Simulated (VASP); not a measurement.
Crystal: KBr.

```
K Br
1.0
     0.00000    3.30244    3.30244
     3.30244    0.00000    3.30244
     3.30244    3.30244    0.00000
K Br
1 1
Cartesian
  0.0000 0.0000 0.0000
  3.3024 3.3024 3.3024
```

Base run:

| Quantity | Value |
| --- | --- |
| Program | VASP 6.6.1 |
| Functional | PBE-based screened hybrid with 40 % exact exchange |
| Potentials or basis | VASP PAW PBE potentials, release 64 (K_sv, Br) |
| Cutoff | 520 eV |
| k mesh | 4 × 4 × 4 |
| Occupations | gaussian, width 0.01 eV |
| Spin | no spin polarisation |

Its results: band gap on the k mesh 6.31 eV; pressure 0.3 GPa.

Q: The run is repeated on the same cell with these changes: further incar settings from ALGO = Normal; EDIFF = 1e-06; NBANDS = 15 to ALGO = Normal; EDIFF = 1e-07; NBANDS = 15; screening parameter from 0.2078 1/Å to 0.1 1/Å. What comes out?

A: Band gap on the k mesh 6.87 eV; pressure 0.2 GPa.

Caveats: the PAW data sets were made with another functional, which shifts forces and pressure a little.

